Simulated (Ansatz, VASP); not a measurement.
**ZnS in VASP and in Ansatz**

File POSCAR:

```
ZnS
1.0
    3.8067217575      0.0000000000      0.0000000000
   -1.9033608787      3.2967177471      0.0000000000
    0.0000000000      0.0000000000      6.2457352643
Zn S
2 2
Direct
    0.3333333333      0.6666666667      0.0053880705
    0.6666666667      0.3333333333      0.5053880705
    0.3333333333      0.6666666667      0.3796119295
    0.6666666667      0.3333333333      0.8796119295
```

The input INCAR.step1:

```
PREC = Accurate
ENCUT = 520
ISMEAR = 0
SIGMA = 0.02
LREAL = F
LASPH = T
NELM = 100
NBANDS = 26
GGA = PE
ALGO = Normal
EDIFF = 1E-4
LWAVE = T
LCHARG = F
```

The input INCAR.step2:

```
PREC = Accurate
ENCUT = 520
EDIFF = 1E-7
ISMEAR = 0
SIGMA = 0.02
LREAL = F
LASPH = T
NELM = 100
ALGO = Normal
ISIF = 2
LWAVE = F
LCHARG = F
METAGGA = R2SCAN
LMIXTAU = T
NBANDS = 26
ISTART = 1
```

File KPOINTS:

```
Automatic mesh
0
Gamma
  6 6 4
```

Input for Ansatz:

```yaml
crystal:
  lattice:
    - [3.8067217575, 0.0, 0.0]
    - [-1.9033608787, 3.2967177471, 0.0]
    - [0.0, 0.0, 6.2457352643]
  atoms:
    - { symbol: Zn, position: [0.3333333333, 0.6666666667, 0.0053880705] }
    - { symbol: Zn, position: [0.6666666667, 0.3333333333, 0.5053880705] }
    - { symbol: S, position: [0.3333333333, 0.6666666667, 0.3796119295] }
    - { symbol: S, position: [0.6666666667, 0.3333333333, 0.8796119295] }
basis:
  ecutwfc: 500
kpoints:
  mp_grid: { grid: [6, 6, 4] }
  band_path:
    path:
      - [[0.0, 0.0, 0.0], [0.5, 0.0, 0.0], [0.33333333, 0.33333333, 0.0], [0.0, 0.0, 0.0], [0.0, 0.0, 0.5], [0.5, 0.0, 0.5], [0.33333333, 0.33333333, 0.5], [0.0, 0.0, 0.5]]
      - [[0.5, 0.0, 0.5], [0.5, 0.0, 0.0]]
      - [[0.33333333, 0.33333333, 0.5], [0.33333333, 0.33333333, 0.0]]
    npoints: 14
hamiltonian:
  xc: r2scan
scf:
  occupations: { method: gaussian, width: 0.02 }
  n_extra_bands: 10
output:
  forces: true
  stress: true
  eigenvalues: true
  populations: true
  dos: { projected: true, de: 0.02, nscf_kmesh: { grid: [9, 9, 6] } }
  bader: true
  write_density: true
  write_potential: true
  elf: true
  volumetric_format: npy
```

Alike in both runs: task single point; functional r2SCAN; k mesh 6 × 6 × 4; occupations gaussian, width 0.02 eV; no spin polarisation.

|  | VASP | Ansatz |
| --- | --- | --- |
| version | VASP 6.6.1 | Ansatz 0.2.0 |
| potentials or method | VASP PAW PBE potentials, release 64 (Zn, S), cutoff 520 eV | scalar-relativistic, plane waves, PAW |
| valence electrons in the cell | 36 | 36 |

Ansatz gave:

| Property | Result |
| --- | --- |
| gap on the k mesh at the Fermi level (eV) | 2.78 |
| least direct gap on the mesh (eV) | 2.78 |
| pressure (GPa) | 0.0 |

**Question.** Which values does VASP return?

**Answer.** gap on the k mesh at the Fermi level (eV): 2.79; least direct gap on the mesh (eV): 2.79; pressure (GPa): 0.0.

VASP's potentials were made for PBE, not for r2SCAN.
